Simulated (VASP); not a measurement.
Set up this calculation in VASP 6.6.1, as the native input.

```
Task                   : single point
Functional             : PBE
Dispersion             : D3(BJ)
Potentials or basis    : VASP PAW PBE potentials, release 64 (Si, B)
Cutoff                 : 520 eV
k mesh                 : 2 × 2 × 2
Occupations            : fermi-dirac, width 0.05 eV
Spin                   : collinear spin
Starting moments       : [0.0, 0.0, 0.0, 0.0, 0.0, 0.0, 0.0, 0.0, 0.0, 0.0, 0.0, 0.0, 0.0, 0.0, 0.0, 0.0, 1.0] μB
Dipole correction      : no
Further INCAR settings : LREAL = Auto; ALGO = Normal; EDIFF = 1e-06; NBANDS = 52
```

The structure of Si16B (a cell with a defect) lies in POSCAR:

```
Si16B
1.0
    0.0000000000      5.4300000000      5.4300000000
    5.4300000000      0.0000000000      5.4300000000
    5.4300000000      5.4300000000      0.0000000000
Si B
16 1
Direct
    0.0128762477     -0.0081519211      0.0014836556
    0.1302761720      0.1235786039      0.1263971982
   -0.0020762643     -0.0062587583      0.4980853437
    0.1205100194      0.1284436243      0.6188588287
    0.0053756535      0.4963727800      0.0007311057
    0.1304490607      0.6179721574      0.1272405059
   -0.0008094071      0.5057200030      0.4991680202
    0.1275432948      0.6214396708      0.6275900473
    0.5045111608     -0.0061802520      0.0045435646
    0.6246216480      0.1268331549      0.1242243780
    0.5037369667     -0.0080367602      0.5111369865
    0.6260627916      0.1240066025      0.6307235990
    0.5043077447      0.4986991272      0.0040865356
    0.6310993998      0.6191478289      0.1312721747
    0.5005972245      0.4966486504      0.5057328349
    0.6272206271      0.6184491705      0.6303072175
    0.8260749601      0.9349207176      0.3229994040
```

These files were run (other wordings do the same):

INCAR

```
SYSTEM = Si16B
PREC = Accurate
ENCUT = 520
EDIFF = 1E-6
ISMEAR = -1
SIGMA = 0.05
LREAL = Auto
LASPH = .TRUE.
NELM = 150
ALGO = Normal
ISIF = 2
LWAVE = .FALSE.
LCHARG = .TRUE.
ISPIN = 2
MAGMOM = 0 0 0 0 0 0 0 0 0 0 0 0 0 0 0 0 1
LORBIT = 11
GGA = PE
IVDW = 12
LELF = .TRUE.
LVHAR = .TRUE.
NBANDS = 52
```

KPOINTS

```
Automatic mesh
0
G
  2 2 2
  0 0 0
```

Potentials or basis: VASP PAW PBE potentials, release 64 (Si, B).

Command:

```bash
$ cat potpaw_PBE.64/Si/POTCAR potpaw_PBE.64/B/POTCAR > POTCAR
$ mpirun -np 1 vasp_std > vasp.out
```

It gave:

```
Pressure                                              : 0.5 GPa
Largest force                                         : 0.081 eV/Å
Net moment                                            : 0.00 μB per cell
Valence electrons inside the program's atomic spheres : Si 1.68, 1.69, 1.70 (each value once); B 1.67
Dispersion energy per atom                            : -0.314 eV
```

Caveat: the k points lie up to 0.50 Å⁻¹ apart.

Wall time 7.5 min on 1 thread of Intel(R) Xeon(R) Platinum 8488C (Sapphire Rapids), with other jobs on the host, peak memory 0.7 GiB.
